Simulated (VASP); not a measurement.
Crystal: Ni.

```
Ni
1.0
    -1.38372    1.38372    1.38372
     1.38372   -1.38372    1.38372
     1.38372    1.38372   -1.38372
Ni
1
Direct
  0.00000 0.00000 0.00000
```

This isn't the form of Ni at room conditions, which is fcc.

Base run:

- Program: VASP 6.6.1
- Functional: PBEsol
- Potentials or basis: VASP PAW PBE potentials, release 64 (Ni)
- Cutoff: 520 eV
- k mesh: 14 × 14 × 14, shifted
- Occupations: fermi-dirac, width 0.01 eV
- Spin: collinear spin, ferromagnetic start
- Starting moments: [1.5] μB

Its results: pressure -2.6 GPa; net moment 0.57 μB per cell; site moments Ni +0.57 μB.

Q: The run is repeated on the same cell with these changes: functional from PBEsol to BLYP. What comes out?

A: Pressure 17.4 GPa; net moment 0.53 μB per cell; site moments Ni +0.53 μB.

BLYP binds less tightly than PBEsol, so the same cell stands under more pressure.

Caveats: the PAW data sets were made with another functional, which shifts forces and pressure a little; the cell stands under pressure (at least some runs).
